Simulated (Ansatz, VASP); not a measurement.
One calculation of BiBrO, two programs

```xyz
6
Lattice="3.8826 0.0000 0.0000 0.0000 3.8826 0.0000 0.0000 0.0000 7.8868" Properties=species:S:1:pos:R:3 pbc="T T T"
Bi    0.0000    1.9413    1.2426
Bi    1.9413    0.0000    6.6441
Br    0.0000    1.9413    5.1400
Br    1.9413    0.0000    2.7468
O     0.0000    0.0000    0.0000
O     1.9413    1.9413    0.0000
```

Alike in both runs: functional LDA; k mesh 8 × 8 × 4; occupations gaussian, width 0.02 eV; no spin polarisation.

Ansatz relaxed the structure, and its values are those at the end. VASP's run is a single point on that final structure, the one shown.

|  | VASP | Ansatz |
| --- | --- | --- |
| version | VASP 6.6.1 | Ansatz 0.2.0 |
| potentials or method | VASP PAW LDA potentials, release 64 (Bi_d, Br, O), cutoff 520 eV | scalar-relativistic, plane waves, PAW |
| valence electrons in the cell | 56 | 56 |

|  | VASP | Ansatz | Ansatz less VASP |
| --- | --- | --- | --- |
| gap on the k mesh at the Fermi level (eV) | 2.02 | 2.04 | +0.017 |
| least direct gap on the mesh (eV) | 2.24 | 2.24 | +0.008 |
| pressure (GPa) | 0.3 | 0.0 | -0.31 |
| rms of the force components (eV/Å) | 0.027 | 0.000 | -0.0268 |

LDA's correlation is that of Perdew and Zunger in VASP and of Perdew and Wang (1992) in Ansatz.

Neither program's run includes spin-orbit coupling.
